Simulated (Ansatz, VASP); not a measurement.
One calculation of Sb, two programs

```
Sb
1.0
     3.26793    0.00000    0.00000
    -1.63397    2.83011    0.00000
     0.00000    0.00000    5.40995
Sb
2
Direct
  0.33333 0.66667 0.25000
  0.66667 0.33333 0.75000
```

Change from the starting cell: strain -0.030 along x and y, +0.015 along z, atoms carried along.

Alike in both runs: task single point; functional PBE; dispersion D3(BJ); k mesh 18 × 18 × 10; occupations gaussian, width 0.15 eV; no spin polarisation.

```csv
,VASP,Ansatz
version,VASP 6.6.1,Ansatz 0.2.0
potentials or method,"VASP PAW PBE potentials, release 64 (Sb), cutoff 520 eV","scalar-relativistic, plane waves, PAW"
valence electrons in the cell,10,30
```

```tsv
	VASP	Ansatz	Ansatz less VASP
gap on the k mesh at the Fermi level (eV)	none	none	-
pressure (GPa)	3.0	3.2	+0.13
traceless stress, the component that is largest in VASP (GPa)	-0.23	-0.22	+0.011
```

A gap of «none» marks a metal or a gap that the smearing closes. VASP's potentials hold 10 valence electrons a cell and Ansatz's 30, so a difference there can come from the potentials and not from the codes.

Spin-orbit coupling is off throughout.
